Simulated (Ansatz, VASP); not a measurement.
Two plane-wave programs on HfO2

The input INCAR:

```
SYSTEM = HfO2
PREC     = Accurate       ! precision mode
ENCUT    = 520            ! plane-wave cutoff, eV
EDIFF    = 1E-6           ! SCF threshold, eV
ISMEAR   = 0              ! smearing method
SIGMA    = 0.02           ! smearing width, eV
LREAL    = .False.        ! projectors in reciprocal space
LASPH    = .True.         ! aspherical terms in the spheres
NELM     = 80             ! most SCF steps
ALGO     = Normal         ! electronic algorithm
ISIF     = 2              ! what is computed and relaxed
LWAVE    = .False.        ! write WAVECAR
LCHARG   = .False.        ! write CHGCAR
GGA      = PE             ! functional
IBRION   = 2              ! ionic algorithm
NSW      = 60             ! ionic steps
EDIFFG   = -0.008         ! ionic threshold
```

Contents of KPOINTS:

```
regular mesh
0
Gamma
  6 6 4
  0 0 0
```

The input POSCAR:

```
HfO2
1.0
    3.6043047840      0.0000000000      0.0000000000
    0.0000000000      3.6043047840      0.0000000000
    0.2368785268      0.0000000000      5.2639672632
Hf O
2 4
Direct
    0.5129596070      0.5000000000      0.5004079526
   -0.0129596070      0.0000000000     -0.0004079526
    0.0014579834      0.5000000000      0.6931218945
    0.4985420166      0.0000000000      0.8068781055
    0.5030065030      0.0000000000      0.3076381202
   -0.0030065030      0.5000000000      0.1923618798
```

Input for Ansatz:

```yaml
crystal:
  lattice:
    - [3.604304784, 0.0, 0.0]
    - [0.0, 3.604304784, 0.0]
    - [0.2368785268, 0.0, 5.2639672632]
  atoms:
    - { symbol: Hf, position: [0.512959607, 0.5, 0.5004079526] }
    - { symbol: Hf, position: [-0.012959607, 0.0, -0.0004079526] }
    - { symbol: O, position: [0.0014579834, 0.5, 0.6931218945] }
    - { symbol: O, position: [0.4985420166, 0.0, 0.8068781055] }
    - { symbol: O, position: [0.503006503, 0.0, 0.3076381202] }
    - { symbol: O, position: [-0.003006503, 0.5, 0.1923618798] }
basis:
  ecutwfc: 420
kpoints:
  mp_grid: { grid: [6, 6, 4] }
hamiltonian:
  xc: pbe
scf:
  occupations: { method: gaussian, width: 0.02 }
output:
  forces: true
  stress: true
  eigenvalues: true
relax:
  adjacent_minimum: "off"
  f_tol: 0.008
  max_steps: 40
```

Change from the starting cell: shear of c along a, cell held, atoms relaxed: +4.5 %.

Alike in both runs: task relaxation of the atoms; functional PBE; k mesh 6 × 6 × 4; occupations gaussian, width 0.02 eV; no spin polarisation.

|  | VASP | Ansatz |
| --- | --- | --- |
| version | VASP 6.6.1 | Ansatz 0.2.0 |
| potentials or method | VASP PAW PBE potentials, release 64 (Hf_pv, O), cutoff 520 eV | scalar-relativistic, plane waves, PAW |
| valence electrons in the cell | 44 | 76 |

VASP gave:

* gap on the k mesh at the Fermi level, each at its own relaxed structure (eV): 4.73

Problem. Estimate Ansatz's values.

Solution. gap on the k mesh at the Fermi level, each at its own relaxed structure (eV): 4.74.

VASP's potentials hold 44 valence electrons a cell and Ansatz's 76, so a difference there can come from the potentials and not from the codes. Ansatz's warnings: stress scf threshold loose.

Spin-orbit coupling is off throughout.
